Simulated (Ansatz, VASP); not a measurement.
**Two plane-wave programs on Ba4Ru**

```
CELL_PARAMETERS angstrom
6.44425 0.00000 0.00000
0.00000 6.44425 0.00000
0.00000 0.00000 6.44425
ATOMIC_POSITIONS crystal
Ba 0.24372 0.24372 0.24372
Ba 0.75628 0.75628 0.24372
Ba 0.24372 0.75628 0.75628
Ba 0.75628 0.24372 0.75628
Ru 0.00000 0.00000 0.00000
```

Change from the starting cell: species swapped into the SnI4 type (P-43m, No. 215).

Alike in both runs: functional PBE; k mesh 6 × 6 × 6; occupations gaussian, width 0.1 eV; no spin polarisation.

Ansatz relaxed the structure, and its values are those at the end. VASP's run is a single point on that final structure, the one shown.

|  | VASP | Ansatz |
| --- | --- | --- |
| version | VASP 6.6.1 | Ansatz 0.2.0 |
| potentials or method | VASP PAW PBE potentials, release 64 (Ba_sv, Ru_pv), cutoff 520 eV | scalar-relativistic, plane waves, PAW |
| valence electrons in the cell | 54 | 56 |

|  | VASP | Ansatz | Ansatz less VASP |
| --- | --- | --- | --- |
| gap on the k mesh at the Fermi level (eV) | none | none | - |
| pressure (GPa) | 0.9 | 0.0 | -0.84 |
| rms of the force components (eV/Å) | 0.214 | 0.007 | -0.2071 |

A gap of «none» marks a metal or a gap that the smearing closes. One of these differences is far larger than is usual between the two programs; its cause wasn't traced. With one functional, cell and mesh, what is left measures potentials, basis and numerics. VASP's potentials hold 54 valence electrons a cell and Ansatz's 56, so a difference there can come from the potentials and not from the codes.

Neither program's run includes spin-orbit coupling.
